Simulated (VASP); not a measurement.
**LiF: single point with PBE**

LiF:

```
CELL_PARAMETERS angstrom
0.00000 2.05472 2.05472
2.05472 0.00000 2.05472
2.05472 2.05472 0.00000
ATOMIC_POSITIONS crystal
Li 0.00000 0.00000 0.00000
F 0.50000 0.50000 0.50000
```

This cell differs from its parent crystal: strain +3.0%.

* Program: VASP 6.6.1
* Task: single point
* Functional: PBE
* Potentials or basis: VASP PAW PBE potentials, release 64 (Li_sv, F)
* Cutoff: 520 eV
* k mesh: 6 × 6 × 6
* Occupations: gaussian, width 0.01 eV
* Spin: no spin polarisation
* Dipole correction: no
* Further INCAR settings: ALGO = Normal; EDIFF = 1e-07; NBANDS = 12

| Property | Result |
| --- | --- |
| Band gap on the k mesh | 8.57 eV |

Levels at points of the mesh, in eV from the valence-band top:
```csv
k point,band 3,band 4,band 5,band 6,band 7,band 8
"(0.00, 0.00, 0.00)",0.00,0.00,0.00,8.57,23.18,23.18
"(0.50, 0.00, 0.00)",-2.34,-0.21,-0.21,10.46,16.04,18.42
"(0.50, 0.50, 0.00)",-2.76,-0.91,-0.91,14.26,16.19,16.73
```

It took 3.2 s on 1 thread of AMD EPYC 9R45 96-Core Processor (Zen 5), on a shared host, peak memory 0.1 GiB.

Caveat: the k points lie up to 0.44 Å⁻¹ apart; the cell differs from its parent crystal (strain +3.0%).
